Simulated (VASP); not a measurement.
A run of VASP 6.6.1:

File POSCAR:

```
Cu
1.0
   -1.3976761718      1.3976761718      1.4663554711
    1.3976761718     -1.3976761718      1.4663554711
    1.3976761718      1.3976761718     -1.4663554711
Cu
1
Direct
    0.0000000000      0.0000000000      0.0000000000
```

Contents of INCAR.step1:

```
ALGO = Normal
EDIFF = 1E-4
ENCUT = 520
GGA = PE
ISMEAR = 0
LASPH = True
LCHARG = False
LREAL = False
LWAVE = True
NBANDS = 12
NELM = 60
PREC = Accurate
SIGMA = 0.15
```

INCAR.step2

```
ALGO = Normal
EDIFF = 1E-6
ENCUT = 520
ISIF = 2
ISMEAR = 0
ISTART = 1
LASPH = True
LCHARG = True
LELF = True
LMIXTAU = True
LREAL = False
LVHAR = True
LWAVE = False
METAGGA = R2SCAN
NBANDS = 12
NELM = 60
PREC = Accurate
SIGMA = 0.15
```

KPOINTS

```
k-points
0
Gamma
  26 26 26
```

Potentials or basis: VASP PAW PBE potentials, release 64 (Cu).

Run with:

```bash
$ cat potpaw_PBE.64/Cu/POTCAR > POTCAR
$ cp INCAR.step1 INCAR
$ mpirun -np 1 vasp_std > vasp.out
$ cp INCAR.step2 INCAR
$ mpirun -np 1 vasp_std > vasp.out
```

Hardware: 1 thread of Intel(R) Xeon(R) 6975P-C (Granite Rapids) (shared host).

Q: Estimate the wall time of this run.

A: Wall time 4 min on 1 thread of Intel(R) Xeon(R) 6975P-C (Granite Rapids), with other jobs on the host, peak memory 0.27 GiB. Counts: k points 1330.
